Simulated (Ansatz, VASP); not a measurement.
**CdSe: VASP beside Ansatz**

```
CELL_PARAMETERS angstrom
0.00000 2.57180 2.57180
2.57180 0.00000 2.57180
2.57180 2.57180 0.00000
ATOMIC_POSITIONS crystal
Cd 0.00000 0.00000 0.00000
Se 0.50000 0.50000 0.50000
```

Change from the starting cell: volume scaled by 0.72, PAW files.

Alike in both runs: task single point; functional PBE; k mesh 14 × 14 × 14; occupations fermi-dirac, width 0.1 eV; no spin polarisation.

|  | VASP | Ansatz |
| --- | --- | --- |
| version | VASP 6.6.1 | Ansatz 0.2.0 |
| potentials or method | VASP PAW PBE potentials, release 64 (Cd, Se) | PAW with Ansatz's default frozen-core files, scalar-relativistic |
| plane-wave cutoff (eV) | 520 | 420 |
| valence electrons in the cell | 18 | 36 |

VASP gave:

- pressure (GPa): 44.7

Task: Estimate Ansatz's values.

Result: Pressure (GPa): 43.2.

Both programs put the cell under a high pressure, so it lies far from rest at this level. VASP's potentials hold 18 valence electrons a cell and Ansatz's 36, so a difference there can come from the potentials and not from the codes.
